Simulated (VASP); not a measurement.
Set up this calculation in VASP 6.6.1, as the native input.

* Task: single point
* Functional: LDA
* Potentials or basis: VASP PAW LDA potentials, release 64 (Ni)
* Cutoff: 520 eV
* k mesh: 24 × 24 × 24
* Occupations: gaussian, width 0.15 eV
* Spin: collinear spin, ferromagnetic start
* Starting moments: [0.375] μB
* Fixed moment: 0.375 μB
* Dipole correction: no
* Further INCAR settings: ALGO = Normal; EDIFF = 1e-07; NBANDS = 15

The structure of Ni lies in POSCAR:

```
Ni
1.0
    0.0000000000      1.8091101921      1.8091101921
    1.8091101921      0.0000000000      1.8091101921
    1.8091101921      1.8091101921      0.0000000000
Ni
1
Direct
    0.0000000000      0.0000000000      0.0000000000
```

These files were run (other wordings do the same):

INCAR

```
SYSTEM = Ni
ALGO = Normal
EDIFF = 1E-7
ENCUT = 520
ISIF = 2
ISMEAR = 0
ISPIN = 2
LASPH = .True.
LCHARG = .False.
LMAXMIX = 4
LORBIT = 11
LREAL = .False.
LWAVE = .False.
MAGMOM = 0.375
NBANDS = 15
NELM = 150
NUPDOWN = 0.375
PREC = Accurate
SIGMA = 0.15
```

KPOINTS

```
k-points
0
Gamma
  24 24 24
  0 0 0
```

Potentials or basis: VASP PAW LDA potentials, release 64 (Ni).

Launch:

```bash
$ cat potpaw_LDA.64/Ni/POTCAR > POTCAR
$ mpirun -np 1 vasp_std > vasp.out
```

It gave:

The pressure is -28.3 GPa, the net moment is 0.37 μB per cell and the site moments are Ni +0.38 μB. The valence electrons inside the program's atomic spheres are Ni 9.19.

Caveat: the total moment is fixed, so each spin has its own Fermi level.

Wall time 64 s on 1 thread of Intel(R) Xeon(R) Platinum 8488C (Sapphire Rapids), with other jobs on the host, peak memory 0.21 GiB.
